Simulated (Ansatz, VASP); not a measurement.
**Rb in VASP and in Ansatz**

File INCAR:

```
  ALGO = Normal
  EDIFF = 1E-7
  ENCUT = 520
  GGA = PE
  ISIF = 2
  ISMEAR = -1
  LASPH = True
  LCHARG = False
  LREAL = False
  LWAVE = False
  NBANDS = 10
  NELM = 60
  PREC = Accurate
  SIGMA = 0.03
```

KPOINTS

```
k-points
0
Gamma
  11 11 11
```

Contents of POSCAR:

```
Rb
1.0
    0.0000000000      3.5396544440      3.5396544440
    3.5396544440      0.0000000000      3.5396544440
    3.5396544440      3.5396544440      0.0000000000
Rb
1
Direct
    0.0000000000      0.0000000000      0.0000000000
```

Input for Ansatz:

```yaml
crystal:
  lattice:
    - [0.0, 3.539654444, 3.539654444]
    - [3.539654444, 0.0, 3.539654444]
    - [3.539654444, 3.539654444, 0.0]
  atoms:
    - { symbol: Rb, position: [0.0, 0.0, 0.0] }
kpoints:
  mp_grid: { grid: [11, 11, 11] }
scf:
  occupations: { method: fermi_dirac, width: 0.03 }
hamiltonian:
  xc: pbe
  pseudopotentials: { kind: all_electron, lapw: { basis_error: 0.0005 } }
output:
  forces: true
  stress: true
  eigenvalues: true
```

Change from the starting cell: volume scaled by 0.97.

Alike in both runs: task single point; functional PBE; k mesh 11 × 11 × 11; occupations fermi-dirac, width 0.03 eV; no spin polarisation.

|  | VASP | Ansatz |
| --- | --- | --- |
| version | VASP 6.6.1 | Ansatz 0.2.0 |
| potentials or method | VASP PAW PBE potentials, release 64 (Rb_sv), cutoff 520 eV | all-electron LAPW, scalar-relativistic |

|  | VASP | Ansatz | Ansatz less VASP |
| --- | --- | --- | --- |
| pressure (GPa) | 0.1 | 0.1 | 0.00 |

Ansatz ran all-electron here, and VASP with PAW potentials.
